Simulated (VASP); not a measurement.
Co:

```
Co
1.0
     2.48736    0.00000    0.00000
    -1.24368    2.15412    0.00000
     0.00000    0.00000    4.06329
Co
2
Direct
  0.33333 0.66667 0.74014
  0.66667 0.33333 0.25986
```

Base run:

```yaml
Program: VASP 6.6.1
Functional: PBE
Potentials_or_basis: VASP PAW PBE potentials, release 64 (Co)
Cutoff: 520 eV
k_mesh: 10 × 10 × 6
Occupations: fermi-dirac, width 0.05 eV
Spin: collinear spin, ferromagnetic start
Starting_moments: "[2.5, 2.5] μB"
Fixed_moment: 5 μB
```

Its results: pressure 22.4 GPa; site moments Co +2.43 μB; largest force 0.927 eV/Å.

Problem. The run is repeated on the same cell with these changes: fixed moment from 5 μB to 3 μB; moments at the start from [2.5, 2.5] to [1.5, 1.5]. What comes out?

Solution. Pressure -2.0 GPa; site moments Co +1.52 μB; largest force 0.540 eV/Å.

Caveats: the total moment is fixed, so each spin has its own Fermi level; the cell stands under pressure (at least some runs).
